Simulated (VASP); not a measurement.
# Al (Fm-3m) in VASP: further runs, part 2 of 2

VASP 6.6.1.

### 5 Single point, r2SCAN

POSCAR

```
Al
1.0
    0.0000000000      1.9966927595      1.9966927595
    1.9966927595      0.0000000000      1.9966927595
    1.9966927595      1.9966927595      0.0000000000
Al
1
Direct
    0.0000000000      0.0000000000      0.0000000000
```

INCAR.step1

```
SYSTEM = Al
ALGO = Normal
EDIFF = 1E-4
ENCUT = 520
GGA = PE
ISMEAR = 0
LASPH = .True.
LCHARG = .False.
LREAL = .False.
LWAVE = .True.
NBANDS = 8
NELM = 100
PREC = Accurate
SIGMA = 0.03
```

INCAR.step2

```
SYSTEM = Al
ALGO = Normal
EDIFF = 1E-6
ENCUT = 520
ISIF = 2
ISMEAR = 0
ISTART = 1
LASPH = .True.
LCHARG = .True.
LELF = .True.
LMIXTAU = .True.
LREAL = .False.
LVHAR = .True.
LWAVE = .False.
METAGGA = R2SCAN
NBANDS = 8
NELM = 100
PREC = Accurate
SIGMA = 0.03
```

KPOINTS

```
k-points
0
Gamma
  14 14 14
  0 0 0
```

Potentials or basis: VASP PAW PBE potentials, release 64 (Al).

Started as:

```sh
cat potpaw_PBE.64/Al/POTCAR > POTCAR
cp INCAR.step1 INCAR
mpirun -np 1 vasp_std > vasp.out
cp INCAR.step2 INCAR
mpirun -np 1 vasp_std > vasp.out
```

OUTCAR:

```text
SYSTEM = Al
   EDIFF = 1E-6
   ENCUT = 520
   ISIF = 2
   ISMEAR = 0
   ISTART = 1
   LASPH = .True.
   LREAL = .False.
   METAGGA = R2SCAN
   NELM = 100
   PREC = Accurate

 ion  position               nearest neighbor table
   1  0.000  0.000  0.000-

  LATTYP: Found a face centered cubic cell.
 ALAT       =     3.9933855190

  Lattice vectors:

 A1 = (   0.0000000000,   1.9966927595,   1.9966927595)
 A2 = (   1.9966927595,   0.0000000000,   1.9966927595)
 A3 = (   1.9966927595,   1.9966927595,   0.0000000000)

Analysis of symmetry for initial positions (statically):
=====================================================================
 Subroutine PRICEL returns:
 Original cell was already a primitive cell.

 Routine SETGRP: Setting up the symmetry group for a
 face centered cubic supercell.

 Subroutine GETGRP returns: Found 48 space group operations
 (whereof 48 operations were pure point group operations)
 out of a pool of 48 trial point group operations.

The static configuration has the point symmetry O_h .

Analysis of symmetry for dynamics (positions and initial velocities):
=====================================================================
 Subroutine PRICEL returns:
 Original cell was already a primitive cell.

 Routine SETGRP: Setting up the symmetry group for a
 face centered cubic supercell.

 Subroutine GETGRP returns: Found 48 space group operations
 (whereof 48 operations were pure point group operations)
 out of a pool of 48 trial point group operations.

The dynamic configuration has the point symmetry O_h .

 Subroutine INISYM returns: Found 48 space group operations
 (whereof 48 operations are pure point group operations),
 and found     1 'primitive' translations

----------------------------------------------------------------------------------------

                                     Primitive cell

  volume of cell :      15.9208

  direct lattice vectors                    reciprocal lattice vectors
     0.000000000  1.996692759  1.996692759    -0.250414090  0.250414090  0.250414090
     1.996692759  0.000000000  1.996692759     0.250414090 -0.250414090  0.250414090
     1.996692759  1.996692759  0.000000000     0.250414090  0.250414090 -0.250414090

  length of vectors
     2.823749980  2.823749980  2.823749980     0.433729926  0.433729926  0.433729926

  position of ions in fractional coordinates (direct lattice)
     0.000000000  0.000000000  0.000000000

  ion indices of the primitive-cell ions
   primitive index   ion index
                 1           1

----------------------------------------------------------------------------------------

 KPOINTS: k-points

Automatic generation of k-mesh.
 Grid dimensions read from file:
 generate k-points for:   14   14   14

 Generating k-lattice:

  Cartesian coordinates                     Fractional coordinates (reciprocal lattice)
    -0.017886721  0.017886721  0.017886721     0.071428571  0.000000000  0.000000000
     0.017886721 -0.017886721  0.017886721     0.000000000  0.071428571  0.000000000
     0.017886721  0.017886721 -0.017886721     0.000000000  0.000000000  0.071428571

  Length of vectors
     0.030980709  0.030980709  0.030980709

  Shift w.r.t. Gamma in fractional coordinates (k-lattice)
     0.000000000  0.000000000  0.000000000

 Subroutine IBZKPT returns following result:
 ===========================================

 Found    104 irreducible k-points:

 Following reciprocal coordinates:
            Coordinates               Weight
  0.000000  0.000000  0.000000      1.000000
  0.071429  0.000000  0.000000      8.000000
  0.142857  0.000000  0.000000      8.000000
  0.214286  0.000000  0.000000      8.000000
  0.285714  0.000000  0.000000      8.000000
  0.357143  0.000000  0.000000      8.000000
[... 16 lines left out ...]
  0.214286  0.142857  0.000000     24.000000
  0.285714  0.142857  0.000000     24.000000
 [... further k-points ...]
   k-points           NKPTS =    104   k-points in BZ     NKDIM =    104   number of bands    NBANDS=      8
   number of dos      NEDOS =    301   number of ions     NIONS =      1
   total plane-waves  NPLWV =  13824
   dimension x,y,z NGX =    24 NGY =   24 NGZ =   24
   dimension x,y,z NGXF=    48 NGYF=   48 NGZF=   48
   ions per type =               1
   NGX,Y,Z   is equivalent  to a cutoff of  14.13, 14.13, 14.13 a.u.
   NGXF,Y,Z  is equivalent  to a cutoff of  28.26, 28.26, 28.26 a.u.
 SYSTEM =  Al
   PREC   = accura    normal or accurate (medium, high low for compatibility)
   ISTART =      1    job   : 0-new  1-cont  2-samecut
   ICHARG =      0    charge: 1-file 2-atom 10-const
   ISPIN  =      1    spin polarized calculation?
   LNONCOLLINEAR =      F non collinear calculations
   LSORBIT =      F    spin-orbit coupling
   LASPH  =      T    aspherical Exc in radial PAW
   ENCUT  =  520.0 eV  38.22 Ry    6.18 a.u.   5.25  5.25  5.25*2*pi/ulx,y,z
   NELM   =    100;   NELMIN=  2; NELMDL=  0     # of ELM steps
   EDIFF  = 0.1E-05   stopping-criterion for ELM
   LREAL  =      F    real-space projection
   EDIFFG = 0.1E-04   stopping-criterion for IOM
   NSW    =      0    number of steps for IOM
   IBRION =     -1    ionic relax: 0-MD 1-quasi-New 2-CG
   NFREE  =      0    steps in history (QN), initial steepest desc. (CG)
   ISIF   =      2    stress and relaxation
   ISYM   =      2    0-nonsym 1-usesym 2-fastsym
   POTIM  = 0.5000    time-step for ionic-motion
   TEBEG  =    0.0;   TEEND  =   0.0 temperature during run
   PSTRESS=    0.0 pullay stress
   NELECT =       3.0000    total number of electrons
   NUPDOWN=      -1.0000    fix difference up-down
   EMIN   =  10.00;   EMAX   =-10.00  energy-range for DOS
   EFERMI =   0.00;   METHOD = LEGACY
   ISMEAR =     0;   SIGMA  =   0.03  broadening in eV -4-tet -1-fermi 0-gaus
   EFERMI_NEDOS =   21; number of points for ismear=-14 and -15
   IALGO  =     38    algorithm
   IMIX   =      4    mixing-type and parameters
     AMIX     =   0.40;   BMIX     =  1.00
     AMIX_MAG =   1.60;   BMIX_MAG =  1.00
  volume/ion in A,a.u.               =      15.92       107.44
  Fermi-wavevector in a.u.,A,eV,Ry     =   0.938557  1.773616 11.985227  0.880889
  Thomas-Fermi vector in A             =   2.065781
   LORBIT       =      0    0 simple, 1 ext, 2 COOP (PROOUT), +10 PAW based schemes
   METAGGA = R2SCAN    functional components
   LHFCALC =     F    Hartree Fock is set to
   AEXX    =    0.0000 exact exchange contribution
   IVDW    =     0    specifies the selected vdW correction
   LEPSILON=     F    determine dielectric tensor
   LRPA    =     F    only Hartree local field effects (RPA)
 non-spin polarized calculation
 Gauss-broadening in eV      SIGMA  =   0.03
  energy-cutoff  :      520.00
  volume of cell :       15.92
 maximum number of plane-waves:       444
 NGX is ok and might be reduce to    24
   NGX = 11   NGY = 11   NGZ = 11

 number of electron       3.0000000 magnetization

 Free energy of the ion-electron system (eV)
  ---------------------------------------------------
  ext. energy  EPLUGINS =         0.00000000
  ---------------------------------------------------
  free energy    TOTEN  =        -6.73319120 eV

  energy without entropy =       -6.73287920  energy(sigma->0) =       -6.73303520

 E-fermi :   8.4031     XC(G=0): -11.0400

 val. band max:        8.3872099540   @ k =   0.5000   0.2857   0.0000
 cond. band min:       8.4106308005   @ k =  -0.3571   0.4286   0.0714
 fundamental gap:      0.0234208465
 Fermi energy:         8.4031353365

 k-point     1 :       0.0000    0.0000    0.0000
  band No.  band energies     occupation
      1      -3.6998      2.00000
      2      21.9192      0.00000
      3      21.9192      0.00000
      4      21.9192      0.00000
      5      24.1138      0.00000
      6      24.1138      0.00000
      7      24.1138      0.00000
      8      26.0150      0.00000
[... 243 lines left out ...]
 k-point    24 :       0.2857    0.1429    0.0000
  band No.  band energies     occupation
      1      -1.5036      2.00000
      2      13.0272      0.00000
      3      17.6221      0.00000
      4      19.0495      0.00000
      5      19.8794      0.00000
      6      24.0934      0.00000
      7      28.1889      0.00000
      8      28.8460      0.00000

 [... further k-points ...]

------------------------ aborting loop because EDIFF is reached ----------------------------------------

  FORCE on cell =-STRESS in cart. coord.  units (eV):
  Direction    XX          YY          ZZ          XY          YZ          ZX
  --------------------------------------------------------------------------------------
  -------------------------------------------------------------------------------------
  Total       -0.0717097     -0.0717097     -0.0717097      0.0000000     -0.0000000      0.0000000
  in kB       -7.2164708     -7.2164708     -7.2164708      0.0000000     -0.0000000      0.0000000
  external PRESSURE =      -7.2164708 kB  Pullay stress =       0.0000000 kB

 VOLUME and BASIS-vectors are now :
 -----------------------------------------------------------------------------
  energy-cutoff  :      520.00
  volume of cell :       15.92
      direct lattice vectors                 reciprocal lattice vectors
     0.000000000  1.996692759  1.996692759    -0.250414090  0.250414090  0.250414090
     1.996692759  0.000000000  1.996692759     0.250414090 -0.250414090  0.250414090
     1.996692759  1.996692759  0.000000000     0.250414090  0.250414090 -0.250414090

 POSITION                                       TOTAL-FORCE (eV/Angst)
 -----------------------------------------------------------------------------------
      0.00000      0.00000      0.00000         0.000000     -0.000000      0.000000
 -----------------------------------------------------------------------------------
    total drift:                                0.000000      0.000000      0.000000

  FREE ENERGIE OF THE ION-ELECTRON SYSTEM (eV)
  ---------------------------------------------------
  free  energy   TOTEN  =        -6.7331911995 eV

  energy  without entropy=       -6.7328791960  energy(sigma->0) =       -6.73303520
```

OUTCAR.step1:

```text
SYSTEM = Al
   EDIFF = 1E-4
   ENCUT = 520
   GGA = PE
   ISMEAR = 0
   LASPH = .True.
[... 482 lines left out ...]
 -----------------------------------------------------------------------------------
      0.00000      0.00000      0.00000        -0.000000      0.000000     -0.000000
 -----------------------------------------------------------------------------------
    total drift:                               -0.000000      0.000000      0.000000

  FREE ENERGIE OF THE ION-ELECTRON SYSTEM (eV)
  ---------------------------------------------------
  free  energy   TOTEN  =        -3.7341771383 eV

  energy  without entropy=       -3.7340211649  energy(sigma->0) =       -3.73409915
```

It took 25 s on 1 thread of Intel Xeon Platinum 8488C (Sapphire Rapids), shared host; peak memory 0.14 GiB.

Results:

| Quantity | Value |
| --- | --- |
| Free energy | -6.7332 eV |
| Pressure | -0.7 GPa |
| Band gap on the k mesh | zero (an odd number of electrons rules out a gap without spin polarisation) |

Levels at points of the mesh, in eV from the Fermi level:
```csv
k point,band 1,band 2,band 3,band 4,band 5,band 6
"(0.00, 0.00, 0.00)",-12.10,13.52,13.52,13.52,15.71,15.71
"(0.50, 0.00, 0.00)",-5.16,-4.59,12.24,12.24,12.71,12.71
"(0.50, 0.50, 0.00)",-3.26,-1.68,5.46,6.17,6.17,10.27
```

Caveat: the PAW data sets were made with another functional, which shifts forces and pressure a little.

### 6 The runs side by side

```csv
smearing,gap on the mesh (eV),pressure (GPa)
fermi-dirac 0.6 eV,none,1.3
fermi-dirac 1 eV,none,3.8
gaussian 0.01 eV,none,-0.8
gaussian 0.03 eV,none,-0.7
```

Alike in all rows: task single point; level r2SCAN; potentials or basis VASP PAW PBE potentials, release 64 (Al); no spin polarisation; cell as given; k mesh 14 × 14 × 14; cutoff (eV) 520.

Caveats: the PAW data sets were made with another functional, which shifts forces and pressure a little; so wide a smearing shifts energies and pressures (at least some runs); the cell stands under pressure (at least some runs).

Total energies depend on the potentials used, so only differences within one code and one set of settings carry meaning.
